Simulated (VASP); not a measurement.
# Zr2SiC2 (P-3m1) in VASP: relaxation of cell and atoms with PBE

Aim: the relaxation of cell and atoms of Zr2SiC2 with PBE.

All numbers are computed with VASP 6.6.1; they aren't measurements. Logs are shortened: lines on timing, memory, paths and dates and some standing lists are left out, and cuts for length are marked.

## 1. The cell of the first run

It takes space group P-3m1 (No. 164, trigonal). Conventional cell: a = 3.792 Å, b = 3.792 Å, c = 6.615 Å, α = 90.00°, β = 90.00°, γ = 120.00°. Within 2.9 Å of Zr (site symmetry 3m) lie 3 C at 2.21 Å and 3 Si at 2.75 Å. Within 2.6 Å of Si (site symmetry -3m) lie 2 C at 1.98 Å. Within 2.7 Å of C (site symmetry 3m) lie 1 Si at 1.98 Å and 3 Zr at 2.21 Å and 1 C at 2.65 Å.

The cell was generated, and may not be a known phase.

## 2. Relaxation of cell and atoms, PBE

Contents of INCAR:

```
SYSTEM = Zr2SiC2
  PREC = Accurate
  ENCUT = 600
  EDIFF = 1E-7
  ISMEAR = 0
  SIGMA = 0.1
  LREAL = .FALSE.
  LASPH = .TRUE.
  NELM = 100
  ALGO = Normal
  ISIF = 3
  LWAVE = .FALSE.
  LCHARG = .FALSE.
  GGA = PE
  IBRION = 2
  NSW = 100
  EDIFFG = -0.01
```

Contents of KPOINTS:

```
Automatic mesh
0
G
  12 12 6
  0 0 0
```

Contents of POSCAR:

```
Zr2SiC2
1.0
    3.7922496294      0.0000000000      0.0000000000
   -1.8961248147      3.2841845166      0.0000000000
    0.0000000000      0.0000000000      6.6149763196
Zr Si C
2 1 2
Direct
    0.3333333333      0.6666666667      0.2493983427
    0.6666666667      0.3333333333      0.7506016573
    0.0000000000      0.0000000000      0.5000000000
    0.0000000000      0.0000000000      0.7999843071
    0.0000000000      0.0000000000      0.2000156929
```

Potentials or basis: VASP PAW PBE potentials, release 64 (Zr_sv, Si, C).

The run is started by

```sh
cat potpaw_PBE.64/Zr_sv/POTCAR potpaw_PBE.64/Si/POTCAR potpaw_PBE.64/C/POTCAR > POTCAR
mpirun -np 1 vasp_std > vasp.out
```

OUTCAR:

```text
SYSTEM = Zr2SiC2
   PREC = Accurate
   ENCUT = 600
   EDIFF = 1E-7
   ISMEAR = 0
   LREAL = .FALSE.
   LASPH = .TRUE.
   NELM = 100
   ISIF = 3
   GGA = PE
   IBRION = 2
   NSW = 100
   EDIFFG = -0.01

 ion  position               nearest neighbor table
   1  0.333  0.667  0.249-   5 2.21   5 2.21   5 2.21   3 2.75   3 2.75   3 2.75
   2  0.667  0.333  0.751-   4 2.21   4 2.21   4 2.21   3 2.75   3 2.75   3 2.75
   3  0.000  0.000  0.500-   4 1.98   5 1.98   1 2.75   2 2.75   2 2.75   1 2.75   2 2.75   1 2.75

   4  0.000  0.000  0.800-   3 1.98   2 2.21   2 2.21   2 2.21
   5  0.000  0.000  0.200-   3 1.98   1 2.21   1 2.21   1 2.21

  LATTYP: Found a hexagonal cell.
 ALAT       =     3.7922496294
 C/A-ratio  =     1.7443409496

  Lattice vectors:

 A1 = (   3.7922496294,   0.0000000000,   0.0000000000)
 A2 = (  -1.8961248147,   3.2841845166,   0.0000000000)
 A3 = (   0.0000000000,   0.0000000000,   6.6149763196)

Analysis of symmetry for initial positions (statically):
=====================================================================
 Subroutine PRICEL returns:
 Original cell was already a primitive cell.

 Routine SETGRP: Setting up the symmetry group for a
 hexagonal supercell.

 Subroutine GETGRP returns: Found 12 space group operations
 (whereof 12 operations were pure point group operations)
 out of a pool of 24 trial point group operations.

The static configuration has the point symmetry D_3d.

Analysis of symmetry for dynamics (positions and initial velocities):
=====================================================================
 Subroutine PRICEL returns:
 Original cell was already a primitive cell.

 Routine SETGRP: Setting up the symmetry group for a
 hexagonal supercell.

 Subroutine GETGRP returns: Found 12 space group operations
 (whereof 12 operations were pure point group operations)
 out of a pool of 24 trial point group operations.

The dynamic configuration has the point symmetry D_3d.

 Subroutine INISYM returns: Found 12 space group operations
 (whereof 12 operations are pure point group operations),
 and found     1 'primitive' translations

----------------------------------------------------------------------------------------

                                     Primitive cell

  volume of cell :      82.3859

[... 93 lines left out ...]
   NELM   =    100;   NELMIN=  2; NELMDL= -5     # of ELM steps
   EDIFF  = 0.1E-06   stopping-criterion for ELM
   LREAL  =      F    real-space projection
   EDIFFG = -.1E-01   stopping-criterion for IOM
   NSW    =    100    number of steps for IOM
   IBRION =      2    ionic relax: 0-MD 1-quasi-New 2-CG
   NFREE  =      1    steps in history (QN), initial steepest desc. (CG)
   ISIF   =      3    stress and relaxation
   ISYM   =      2    0-nonsym 1-usesym 2-fastsym
   POTIM  = 0.5000    time-step for ionic-motion
   TEBEG  =    0.0;   TEEND  =   0.0 temperature during run
   PSTRESS=    0.0 pullay stress
   NELECT =      36.0000    total number of electrons
   NUPDOWN=      -1.0000    fix difference up-down
   EMIN   =  10.00;   EMAX   =-10.00  energy-range for DOS
   EFERMI =   0.00;   METHOD = LEGACY
   ISMEAR =     0;   SIGMA  =   0.10  broadening in eV -4-tet -1-fermi 0-gaus
   EFERMI_NEDOS =   21; number of points for ismear=-14 and -15
   IALGO  =     38    algorithm
   IMIX   =      4    mixing-type and parameters
     AMIX     =   0.40;   BMIX     =  1.00
     AMIX_MAG =   1.60;   BMIX_MAG =  1.00
  volume/ion in A,a.u.               =      16.48       111.19
  Fermi-wavevector in a.u.,A,eV,Ry     =   1.242295  2.347597 20.997829  1.543297
  Thomas-Fermi vector in A             =   2.376656
   LORBIT       =      0    0 simple, 1 ext, 2 COOP (PROOUT), +10 PAW based schemes
   GGA     = PE    functional components
   LHFCALC =     F    Hartree Fock is set to
   AEXX    =    0.0000 exact exchange contribution
   IVDW    =     0    specifies the selected vdW correction
   LEPSILON=     F    determine dielectric tensor
   LRPA    =     F    only Hartree local field effects (RPA)
 conjugate gradient relaxation of ions
 non-spin polarized calculation
 Gauss-broadening in eV      SIGMA  =   0.10
  energy-cutoff  :      600.00
  volume of cell :       82.39
 maximum number of plane-waves:      2776
   NGX = 15   NGY = 15   NGZ = 27

--------------------------------------- Ionic step        1  -------------------------------------------

 number of electron      35.9999999 magnetization

 Free energy of the ion-electron system (eV)
  ---------------------------------------------------
  ext. energy  EPLUGINS =         0.00000000
  ---------------------------------------------------
  free energy    TOTEN  =       -40.11411147 eV

  energy without entropy =      -40.10703604  energy(sigma->0) =      -40.11057376

------------------------ aborting loop because EDIFF is reached ----------------------------------------

  FORCE on cell =-STRESS in cart. coord.  units (eV):
  Direction    XX          YY          ZZ          XY          YZ          ZX
  --------------------------------------------------------------------------------------
  -------------------------------------------------------------------------------------
  Total       -0.0176428     -0.0176428      0.2001828      0.0000000     -0.0000000      0.0000000
  in kB       -0.3431034     -0.3431034      3.8930013      0.0000000     -0.0000000      0.0000000
  external PRESSURE =       1.0689315 kB  Pullay stress =       0.0000000 kB
[... 104 lines left out ...]
--------------------------------------- Ionic step        4  -------------------------------------------

 number of electron      35.9999999 magnetization

 Free energy of the ion-electron system (eV)
  ---------------------------------------------------
  ext. energy  EPLUGINS =         0.00000000
  ---------------------------------------------------
  free energy    TOTEN  =       -40.11434012 eV

  energy without entropy =      -40.10730518  energy(sigma->0) =      -40.11082265

 E-fermi :   7.3567     XC(G=0): -10.6132

 val. band max:        7.3429108040   @ k =   0.1667   0.1667   0.1667
 cond. band min:       7.3692573804   @ k =   0.1667   0.0000   0.1667
 fundamental gap:      0.0263465764
 Fermi energy:         7.3566935265

 k-point     1 :       0.0000    0.0000    0.0000
  band No.  band energies     occupation
      1     -41.3014      2.00000
      2     -41.2924      2.00000
      3     -19.5308      2.00000
      4     -19.3925      2.00000
      5     -19.3131      2.00000
      6     -19.3131      2.00000
[... 589 lines left out ...]
     21       9.6794      0.00000
     22       9.7331      0.00000

 [... further k-points ...]
[... 5 lines left out ...]
  --------------------------------------------------------------------------------------
  -------------------------------------------------------------------------------------
  Total        0.0350779      0.0350779      0.0136998      0.0000000      0.0000000      0.0000000
  in kB        0.6814680      0.6814680      0.2661499      0.0000000      0.0000000      0.0000000
  external PRESSURE =       0.5430286 kB  Pullay stress =       0.0000000 kB
[... 20 lines left out ...]
  FREE ENERGIE OF THE ION-ELECTRON SYSTEM (eV)
  ---------------------------------------------------
  free  energy   TOTEN  =       -40.1143401154 eV

  energy  without entropy=      -40.1073051801  energy(sigma->0) =      -40.11082265

 reached required accuracy - stopping structural energy minimisation
```

Run time: 6.8 min. Hardware: 1 thread of Intel Xeon Platinum 8488C (Sapphire Rapids), shared host; peak memory 0.37 GiB.

Results:

| Item | Value |
| --- | --- |
| Free energy | -40.1143 eV |
| Relaxed volume | 16.49 Å³/atom |
| Relaxed cell | a = 3.790 Å, b = 3.790 Å, c = 6.628 Å, α = 90.00°, β = 90.00°, γ = 120.00° |
| Space group after relaxing (to 0.1 Å) | P-3m1 (No. 164) |
| Energy gained by relaxing | 0.0 meV/atom |
| Ionic steps | 4 |
| Pressure after relaxing | 0.1 GPa |
| Largest force after relaxing | 0.010 eV/Å |
| Band gap on the k mesh | zero (bands 18 and 19 overlap by 1.27 eV) |

Forces in eV/Å, atoms in the order of the input:
```
Zr   0.000  0.000  0.010
Zr   0.000  0.000 -0.010
Si   0.000  0.000  0.000
C    0.000  0.000 -0.009
C    0.000  0.000  0.009
```

Step by step:
```csv
step,energy change (eV),largest force (eV/Å),pressure (GPa),volume (Å³)
1,0.0000,0.0228,0.11,82.39
2,-0.0002,0.0158,-0.06,82.52
3,-0.0002,0.0150,-0.04,82.51
4,-0.0002,0.0099,0.05,82.47
```

Final structure:
```yaml
crystal:
  lattice:
    - [3.79047, 0.00000, 0.00000]
    - [-1.89524, 3.28265, 0.00000]
    - [0.00000, 0.00000, 6.62798]
  atoms:
    - { symbol: Zr, position: [0.33333, 0.66667, 0.24956] }
    - { symbol: Zr, position: [0.66667, 0.33333, 0.75044] }
    - { symbol: Si, position: [0.00000, 0.00000, 0.50000] }
    - { symbol: C, position: [0.00000, 0.00000, 0.80009] }
    - { symbol: C, position: [0.00000, 0.00000, 0.19991] }
```

The gap in the log of VASP goes by the Fermi energy; the results here count the filled bands.